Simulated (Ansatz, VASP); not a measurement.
Two plane-wave programs on Ta

```xyz
4
Lattice="0.0000 -3.3059 3.3059 3.3059 -3.3059 0.0000 3.3059 0.0000 3.3059" Properties=species:S:1:pos:R:3 pbc="T T T"
Ta    0.0000    0.0000    0.0000
Ta    1.6529   -1.6529    1.6529
Ta    3.3059   -3.3059    3.3059
Ta    4.9588   -4.9588    4.9588
```

Alike in both runs: functional r2SCAN; k mesh 12 × 12 × 12; occupations gaussian, width 0.1 eV; no spin polarisation.

Ansatz relaxed the structure, and its values are those at the end. VASP's run is a single point on that final structure, the one shown.

|  | VASP | Ansatz |
| --- | --- | --- |
| version | VASP 6.6.1 | Ansatz 0.2.0 |
| potentials or method | VASP PAW PBE potentials, release 64 (Ta_pv), cutoff 520 eV | scalar-relativistic, plane waves, PAW |
| valence electrons in the cell | 44 | 52 |

|  | VASP | Ansatz | Ansatz less VASP |
| --- | --- | --- | --- |
| gap on the k mesh at the Fermi level (eV) | none | none | - |
| pressure (GPa) | 0.6 | 0.0 | -0.60 |

VASP's potentials were made for PBE, not for r2SCAN. A gap of «none» marks a metal or a gap that the smearing closes. With one functional, cell and mesh, what is left measures potentials, basis and numerics. VASP's potentials hold 44 valence electrons a cell and Ansatz's 52, so a difference there can come from the potentials and not from the codes.

Neither program's run includes spin-orbit coupling.
